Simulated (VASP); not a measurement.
# ScTa3F (P-6m2) in VASP: further runs

ScTa3F is run at these levels: PBE; tasks: single point.

Program: VASP 6.6.1. These are calculated values, not measurements. Logs are shortened: lines on timing, memory, paths and dates and some standing lists are left out, and cuts for length are marked.

## Step 1: The cell of the first run

The structure is hexagonal, space group P-6m2 (No. 187). The conventional cell has a = 4.090 Å, b = 4.090 Å, c = 5.050 Å, α = 90.00°, β = 90.00°, γ = 120.00°. Within 3.1 Å of Sc (site symmetry -6m2) lie 9 Ta at 2.36 to 2.69 Å. Within 3.3 Å of Ta (site symmetry 3m) lie 5 Ta at 2.47 to 2.69 Å and 3 F at 2.67 Å and 3 Sc at 2.69 Å. Ta (site symmetry -6m2) has 3 Sc at 2.36 Å and 2 F at 2.52 Å and 6 Ta at 2.69 Å within 3.1 Å. F (site symmetry -6m2) has 8 Ta at 2.52 to 2.67 Å within 3.3 Å.

The cell was generated, and may not be a known phase.

## Step 2: Single point, PBE

The input, INCAR:

```
SYSTEM = ScTa3F
PREC     = Accurate       ! precision mode
ENCUT    = 520            ! plane-wave cutoff, eV
EDIFF    = 1E-6           ! SCF threshold, eV
ISMEAR   = 0              ! smearing method
SIGMA    = 0.1            ! smearing width, eV
LREAL    = .False.        ! projectors in reciprocal space
LASPH    = .True.         ! aspherical terms in the spheres
NELM     = 60             ! most SCF steps
ALGO     = Normal         ! electronic algorithm
ISIF     = 2              ! what is computed and relaxed
LWAVE    = .False.        ! write WAVECAR
LCHARG   = .False.        ! write CHGCAR
GGA      = PE             ! functional
NBANDS   = 34             ! bands
```

The input, KPOINTS:

```
regular mesh
0
Gamma
  6 6 4
  0 0 0
```

The input, POSCAR:

```
ScTa3F
1.0
    4.0902195000      0.0000000000      0.0000000000
   -2.0451097500      3.5422339900      0.0000000000
    0.0000000000      0.0000000000      5.0495610200
Sc Ta F
1 3 1
Direct
    0.3333333300      0.6666666700      0.5000000000
    0.0000000000      0.0000000000      0.7552470000
    0.0000000000      0.0000000000      0.2447530000
    0.6666666700      0.3333333300      0.5000000000
    0.6666666700      0.3333333300      0.0000000000
```

Potentials or basis: VASP PAW PBE potentials, release 64 (Sc_sv, Ta_pv, F).

Started as:

```console
cat potpaw_PBE.64/Sc_sv/POTCAR potpaw_PBE.64/Ta_pv/POTCAR potpaw_PBE.64/F/POTCAR > POTCAR
mpirun -np 1 vasp_std > vasp.out
```

OUTCAR:

```text
SYSTEM = ScTa3F
   PREC = Accurate
   ENCUT = 520
   EDIFF = 1E-6
   ISMEAR = 0
   LREAL = .False.
   LASPH = .True.
   NELM = 60
   ISIF = 2
   GGA = PE

 ion  position               nearest neighbor table
   1  0.333  0.667  0.500-   4 2.36   4 2.36   4 2.36   2 2.69   3 2.69   3 2.69   2 2.69   3 2.69
                             2 2.69
   2  0.000  0.000  0.755-   3 2.47   3 2.58   5 2.67   5 2.67   5 2.67   4 2.69   1 2.69   4 2.69
                             1 2.69   4 2.69   1 2.69
   3  0.000  0.000  0.245-   2 2.47   2 2.58   5 2.67   5 2.67   5 2.67   1 2.69   4 2.69   4 2.69
                             1 2.69   4 2.69   1 2.69
   4  0.667  0.333  0.500-   1 2.36   1 2.36   1 2.36   5 2.52   5 2.52   3 2.69   2 2.69   2 2.69
                             3 2.69   2 2.69   3 2.69
   5  0.667  0.333  0.000-   4 2.52   4 2.52   2 2.67   3 2.67   2 2.67   3 2.67   2 2.67   3 2.67

  LATTYP: Found a hexagonal cell.
 ALAT       =     4.0902195000
 C/A-ratio  =     1.2345452414

  Lattice vectors:

 A1 = (   4.0902195000,   0.0000000000,   0.0000000000)
 A2 = (  -2.0451097500,   3.5422339900,   0.0000000000)
 A3 = (   0.0000000000,   0.0000000000,   5.0495610200)

Analysis of symmetry for initial positions (statically):
=====================================================================
 Subroutine PRICEL returns:
 Original cell was already a primitive cell.

 Routine SETGRP: Setting up the symmetry group for a
 hexagonal supercell.

 Subroutine GETGRP returns: Found 12 space group operations
 (whereof 12 operations were pure point group operations)
 out of a pool of 24 trial point group operations.

The static configuration has the point symmetry D_3h.

Analysis of symmetry for dynamics (positions and initial velocities):
=====================================================================
 Subroutine PRICEL returns:
 Original cell was already a primitive cell.

 Routine SETGRP: Setting up the symmetry group for a
 hexagonal supercell.

 Subroutine GETGRP returns: Found 12 space group operations
 (whereof 12 operations were pure point group operations)
 out of a pool of 24 trial point group operations.

The dynamic configuration has the point symmetry D_3h.

 Subroutine INISYM returns: Found 12 space group operations
 (whereof 12 operations are pure point group operations),
 and found     1 'primitive' translations

----------------------------------------------------------------------------------------

                                     Primitive cell

  volume of cell :      73.1606

  direct lattice vectors                    reciprocal lattice vectors
     4.090219500  0.000000000  0.000000000     0.244485657  0.141153860  0.000000000
    -2.045109750  3.542233990  0.000000000     0.000000000  0.282307720  0.000000000
     0.000000000  0.000000000  5.049561020     0.000000000  0.000000000  0.198037017

  length of vectors
     4.090219500  4.090219496  5.049561020     0.282307719  0.282307720  0.198037017

  position of ions in fractional coordinates (direct lattice)
     0.333333330  0.666666670  0.500000000
     0.000000000  0.000000000  0.755247000
     0.000000000  0.000000000  0.244753000
     0.666666670  0.333333330  0.500000000
     0.666666670  0.333333330  0.000000000

  ion indices of the primitive-cell ions
   primitive index   ion index
                 1           1
                 2           2
                 3           3
                 4           4
                 5           5

----------------------------------------------------------------------------------------

 KPOINTS: regular mesh

Automatic generation of k-mesh.
 Grid dimensions read from file:
 generate k-points for:    6    6    4

 Generating k-lattice:

  Cartesian coordinates                     Fractional coordinates (reciprocal lattice)
     0.040747609  0.023525643  0.000000000     0.166666667 -0.000000000  0.000000000
     0.000000000  0.047051287  0.000000000     0.000000000  0.166666667  0.000000000
     0.000000000  0.000000000  0.049509254     0.000000000  0.000000000  0.250000000

  Length of vectors
     0.047051287  0.047051287  0.049509254

  Shift w.r.t. Gamma in fractional coordinates (k-lattice)
     0.000000000  0.000000000  0.000000000

 Subroutine IBZKPT returns following result:
 ===========================================

 Found     21 irreducible k-points:

 Following reciprocal coordinates:
            Coordinates               Weight
  0.000000  0.000000  0.000000      1.000000
  0.166667 -0.000000  0.000000      6.000000
  0.333333 -0.000000  0.000000      6.000000
  0.500000  0.000000  0.000000      3.000000
  0.166667  0.166667  0.000000      6.000000
  0.333333  0.166667  0.000000     12.000000
[... 13 lines left out ...]
  0.333333  0.166667  0.500000     12.000000
  0.333333  0.333333  0.500000      2.000000
   k-points           NKPTS =     21   k-points in BZ     NKDIM =     21   number of bands    NBANDS=     34
   number of dos      NEDOS =    301   number of ions     NIONS =      5
   total plane-waves  NPLWV =  36000
   dimension x,y,z NGX =    30 NGY =   30 NGZ =   40
   dimension x,y,z NGXF=    60 NGYF=   60 NGZF=   80
   ions per type =               1   3   1
   NGX,Y,Z   is equivalent  to a cutoff of  12.19, 12.19, 13.17 a.u.
   NGXF,Y,Z  is equivalent  to a cutoff of  24.39, 24.39, 26.34 a.u.
 SYSTEM =  ScTa3F
   PREC   = accura    normal or accurate (medium, high low for compatibility)
   ISTART =      0    job   : 0-new  1-cont  2-samecut
   ICHARG =      2    charge: 1-file 2-atom 10-const
   ISPIN  =      1    spin polarized calculation?
   LNONCOLLINEAR =      F non collinear calculations
   LSORBIT =      F    spin-orbit coupling
   LASPH  =      T    aspherical Exc in radial PAW
   ENCUT  =  520.0 eV  38.22 Ry    6.18 a.u.   7.61  7.61  9.39*2*pi/ulx,y,z
   NELM   =     60;   NELMIN=  2; NELMDL= -5     # of ELM steps
   EDIFF  = 0.1E-05   stopping-criterion for ELM
   LREAL  =      F    real-space projection
   EDIFFG = 0.1E-04   stopping-criterion for IOM
   NSW    =      0    number of steps for IOM
   IBRION =     -1    ionic relax: 0-MD 1-quasi-New 2-CG
   NFREE  =      0    steps in history (QN), initial steepest desc. (CG)
   ISIF   =      2    stress and relaxation
   ISYM   =      2    0-nonsym 1-usesym 2-fastsym
   POTIM  = 0.5000    time-step for ionic-motion
   TEBEG  =    0.0;   TEEND  =   0.0 temperature during run
   PSTRESS=    0.0 pullay stress
   NELECT =      51.0000    total number of electrons
   NUPDOWN=      -1.0000    fix difference up-down
   EMIN   =  10.00;   EMAX   =-10.00  energy-range for DOS
   EFERMI =   0.00;   METHOD = LEGACY
   ISMEAR =     0;   SIGMA  =   0.10  broadening in eV -4-tet -1-fermi 0-gaus
   EFERMI_NEDOS =   21; number of points for ismear=-14 and -15
   IALGO  =     38    algorithm
   IMIX   =      4    mixing-type and parameters
     AMIX     =   0.40;   BMIX     =  1.00
     AMIX_MAG =   1.60;   BMIX_MAG =  1.00
  volume/ion in A,a.u.               =      14.63        98.74
  Fermi-wavevector in a.u.,A,eV,Ry     =   1.451574  2.743076 28.668372  2.107066
  Thomas-Fermi vector in A             =   2.569055
   LORBIT       =      0    0 simple, 1 ext, 2 COOP (PROOUT), +10 PAW based schemes
   GGA     = PE    functional components
   LHFCALC =     F    Hartree Fock is set to
   AEXX    =    0.0000 exact exchange contribution
   IVDW    =     0    specifies the selected vdW correction
   LEPSILON=     F    determine dielectric tensor
   LRPA    =     F    only Hartree local field effects (RPA)
 non-spin polarized calculation
 Gauss-broadening in eV      SIGMA  =   0.10
  energy-cutoff  :      520.00
  volume of cell :       73.16
 maximum number of plane-waves:      2010
   NGX = 15   NGY = 15   NGZ = 19

 number of electron      51.0000011 magnetization

 Free energy of the ion-electron system (eV)
  ---------------------------------------------------
  ext. energy  EPLUGINS =         0.00000000
  ---------------------------------------------------
  free energy    TOTEN  =       -36.15298800 eV

  energy without entropy =      -36.12185535  energy(sigma->0) =      -36.13742167

 E-fermi :   6.5681     XC(G=0): -12.3891

 val. band max:        6.5588595809   @ k =   0.0000   0.0000   0.0000
 cond. band min:       6.5919274999   @ k =   0.3333  -0.0000   0.5000
 fundamental gap:      0.0330679190
 Fermi energy:         6.5680830156

 k-point     1 :       0.0000    0.0000    0.0000
  band No.  band energies     occupation
      1     -41.4770      2.00000
      2     -28.9871      2.00000
      3     -28.2457      2.00000
      4     -28.2457      2.00000
      5     -27.5943      2.00000
      6     -27.5162      2.00000
[... 26 lines left out ...]
     33       9.8120      0.00000
     34       9.8120      0.00000

 k-point     2 :       0.1667   -0.0000    0.0000
  band No.  band energies     occupation
      1     -41.4853      2.00000
      2     -29.0305      2.00000
      3     -28.3148      2.00000
      4     -28.2059      2.00000
      5     -27.7867      2.00000
      6     -27.5186      2.00000
[... 26 lines left out ...]
     33      10.2125      0.00000
     34      10.2357      0.00000

 k-point     3 :       0.3333   -0.0000    0.0000
  band No.  band energies     occupation
      1     -41.5022      2.00000
      2     -29.1110      2.00000
      3     -28.4303      2.00000
      4     -28.0681      2.00000
      5     -27.9479      2.00000
      6     -27.5234      2.00000
[... 26 lines left out ...]
     33      10.7838      0.00000
     34      11.1746      0.00000
[... 593 lines left out ...]
 k-point    20 :       0.3333    0.1667    0.5000
  band No.  band energies     occupation
      1     -41.5106      2.00000
      2     -28.3772      2.00000
      3     -28.2406      2.00000
      4     -28.1420      2.00000
      5     -28.0610      2.00000
      6     -27.7193      2.00000
[... 26 lines left out ...]
     33       8.8011      0.00000
     34       9.4368      0.00000

 k-point    21 :       0.3333    0.3333    0.5000
  band No.  band energies     occupation
      1     -41.5150      2.00000
      2     -28.3677      2.00000
      3     -28.2439      2.00000
      4     -28.1332      2.00000
      5     -28.0857      2.00000
      6     -27.7356      2.00000
[... 26 lines left out ...]
     33       8.7297      0.00000
     34       8.9542      0.00000

------------------------ aborting loop because EDIFF is reached ----------------------------------------

  FORCE on cell =-STRESS in cart. coord.  units (eV):
  Direction    XX          YY          ZZ          XY          YZ          ZX
  --------------------------------------------------------------------------------------
  -------------------------------------------------------------------------------------
  Total       30.3384231     30.3384230     21.6752085      0.0000000     -0.0000000      0.0000000
  in kB      664.3946096    664.3946081    474.6750237      0.0000000     -0.0000000      0.0000000
  external PRESSURE =     601.1547472 kB  Pullay stress =       0.0000000 kB

 VOLUME and BASIS-vectors are now :
 -----------------------------------------------------------------------------
  energy-cutoff  :      520.00
  volume of cell :       73.16
      direct lattice vectors                 reciprocal lattice vectors
     4.090219500  0.000000000  0.000000000     0.244485657  0.141153860  0.000000000
    -2.045109750  3.542233990  0.000000000     0.000000000  0.282307720  0.000000000
     0.000000000  0.000000000  5.049561020     0.000000000  0.000000000  0.198037017

 POSITION                                       TOTAL-FORCE (eV/Angst)
 -----------------------------------------------------------------------------------
     -0.00000      2.36149      2.52478         0.000000     -0.000000      0.000000
      0.00000      0.00000      3.81367        -0.000000      0.000000     -0.638775
      0.00000      0.00000      1.23590        -0.000000      0.000000      0.638775
      2.04511      1.18074      2.52478         0.000000     -0.000000      0.000000
      2.04511      1.18074      0.00000        -0.000000     -0.000000      0.000000
 -----------------------------------------------------------------------------------
    total drift:                               -0.000025      0.000014      0.000000

  FREE ENERGIE OF THE ION-ELECTRON SYSTEM (eV)
  ---------------------------------------------------
  free  energy   TOTEN  =       -36.1529879953 eV

  energy  without entropy=      -36.1218553469  energy(sigma->0) =      -36.13742167
```

Wall time 85 s (1 thread of Oxide Virtual Turin-like, shared host); peak memory 0.17 GiB.

What came out:

| Item | Value |
| --- | --- |
| Free energy | -36.1530 eV |
| Pressure | 60.1 GPa |
| Largest force | 0.639 eV/Å |
| Band gap on the k mesh | zero (an odd number of electrons rules out a gap without spin polarisation) |

Forces in eV/Å, atoms in the order of the input:
```
Sc   0.000  0.000  0.000
Ta   0.000  0.000 -0.639
Ta   0.000  0.000  0.639
Ta   0.000  0.000  0.000
F    0.000  0.000  0.000
```

Caveat: the stress differs along the axes, from 47 to 66 GPa; spin-orbit coupling is left out, which moves the levels of the heavy elements.

## Step 3: Single point, PBE

This run uses another cell than the first one, of 20.80 Å³/atom.

The input, INCAR:

```
SYSTEM = ScTa3F
PREC = Accurate
ENCUT = 520
EDIFF = 1E-6
ISMEAR = 0
SIGMA = 0.1
LREAL = .False.
LASPH = .True.
NELM = 60
ALGO = Normal
ISIF = 2
LWAVE = .False.
LCHARG = .False.
GGA = PE
NBANDS = 34
```

KPOINTS is that of step 2.

The input, POSCAR:

```
ScTa3F
1.0
    4.8003664404      0.0000000000      0.0000000000
   -2.4001832202      4.1572392848      0.0000000000
    0.0000000000      0.0000000000      5.2121772980
Sc Ta F
1 3 1
Direct
    0.3333333333      0.6666666667      0.5000000000
    0.0000000000      0.0000000000      0.7290098527
    0.0000000000      0.0000000000      0.2709901473
    0.6666666667      0.3333333333      0.5000000000
    0.6666666667      0.3333333333      0.0000000000
```

Potentials or basis: VASP PAW PBE potentials, release 64 (Sc_sv, Ta_pv, F).

Started as:

```console
cat potpaw_PBE.64/Sc_sv/POTCAR potpaw_PBE.64/Ta_pv/POTCAR potpaw_PBE.64/F/POTCAR > POTCAR
mpirun -np 1 vasp_std > vasp.out
```

Wall time 2.2 min (1 thread of Oxide Virtual Turin-like, shared host); peak memory 0.22 GiB.

Results (log left out):

```yaml
Free_energy: -41.2265 eV
Pressure: 0.0 GPa
Largest_force: 0.062 eV/Å
Band_gap_on_the_k_mesh: zero (an odd number of electrons rules out a gap without spin polarisation)
```

Forces in eV/Å, atoms in the order of the input:
```
Sc   0.000  0.000  0.000
Ta   0.000  0.000  0.062
Ta   0.000  0.000 -0.062
Ta   0.000  0.000  0.000
F    0.000  0.000  0.000
```

Stress tensor (GPa, compression positive):
```
-0.10  0.00  0.00
 0.00 -0.10  0.00
 0.00  0.00  0.08
```

Levels at points of the mesh, in eV from the Fermi level:
| k point | band 22 | band 23 | band 24 | band 25 | band 26 | band 27 | band 28 | band 29 |
| --- | --- | --- | --- | --- | --- | --- | --- | --- |
| (0.00, 0.00, 0.00) | -1.40 | -1.40 | -0.59 | -0.59 | -0.42 | -0.06 | 1.29 | 1.29 |
| (0.50, 0.00, 0.00) | -1.90 | -1.74 | -1.10 | -0.62 | -0.53 | 0.37 | 1.04 | 1.37 |
| (0.00, 0.00, 0.50) | -1.16 | -1.16 | -0.50 | -0.50 | -0.07 | 0.64 | 1.40 | 1.40 |
| (0.50, 0.00, 0.50) | -1.60 | -0.42 | -0.27 | -0.20 | 0.28 | 0.40 | 0.61 | 0.67 |

Caveat: spin-orbit coupling is left out, which moves the levels of the heavy elements.

The gap in the log of VASP goes by the Fermi energy; the results here count the filled bands.